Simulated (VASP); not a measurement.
Write the native input for VASP 6.6.1 that does the following.

| Quantity | Value |
| --- | --- |
| Task | single point |
| Functional | r2SCAN |
| Potentials or basis | VASP PAW PBE potentials, release 64 (Be, Te) |
| Cutoff | 520 eV |
| k mesh | 8 × 8 × 8 |
| Occupations | gaussian, width 0.01 eV |
| Spin | no spin polarisation |
| Dipole correction | no |
| Further INCAR settings | ALGO = Normal; EDIFF = 1e-06; NBANDS = 11 |

BeTe:

```xyz
2
Lattice="2.8001 2.8001 0.0000 -2.8001 2.8001 0.0000 0.0000 2.8001 2.8454" Properties=species:S:1:pos:R:3 pbc="T T T"
Be    0.0000    0.0000    0.0000
Te    1.4001    4.2002    1.4227
```

This cell differs from its parent crystal: in-plane strain -0.01.

These files were run (other wordings do the same):

POSCAR

```
BeTe
1.0
    2.8001222357      2.8001222357      0.0000000000
   -2.8001222357      2.8001222357      0.0000000000
    0.0000000000      2.8001222357      2.8453767364
Be Te
1 1
Direct
    0.0000000000      0.0000000000      0.0000000000
    0.7500000000      0.2500000000      0.5000000000
```

INCAR.step1

```
PREC = Accurate ; ENCUT = 520
ISMEAR = 0 ; SIGMA = 0.01
LREAL = False ; LASPH = True
NELM = 80 ; NBANDS = 11
GGA = PE ; ALGO = Normal
EDIFF = 1E-4 ; LWAVE = True
LCHARG = False
```

INCAR.step2

```
PREC = Accurate ; ENCUT = 520
EDIFF = 1E-6 ; ISMEAR = 0
SIGMA = 0.01 ; LREAL = False
LASPH = True ; NELM = 80
ALGO = Normal ; ISIF = 2
LWAVE = False ; LCHARG = False
METAGGA = R2SCAN ; LMIXTAU = True
NBANDS = 11 ; ISTART = 1
```

KPOINTS

```
Automatic mesh
0
Gamma
  8 8 8
```

Potentials or basis: VASP PAW PBE potentials, release 64 (Be, Te).

Launch:

```bash
$ cat potpaw_PBE.64/Be/POTCAR potpaw_PBE.64/Te/POTCAR > POTCAR
$ cp INCAR.step1 INCAR
$ mpirun -np 1 vasp_std > vasp.out
$ cp INCAR.step2 INCAR
$ mpirun -np 1 vasp_std > vasp.out
```

Results of the run:

The pressure is 1.1 GPa and the band gap on the k mesh is 2.26 eV, indirect (least direct gap 3.98 eV).

Caveat: the cell differs from its parent crystal (in-plane strain -0.01); the PAW data sets were made with another functional, which shifts forces and pressure a little; spin-orbit coupling is left out, which moves the levels of the heavy elements.

It took 92 s on 1 thread of Intel Xeon 6975P-C (shared host), peak memory 0.19 GiB.
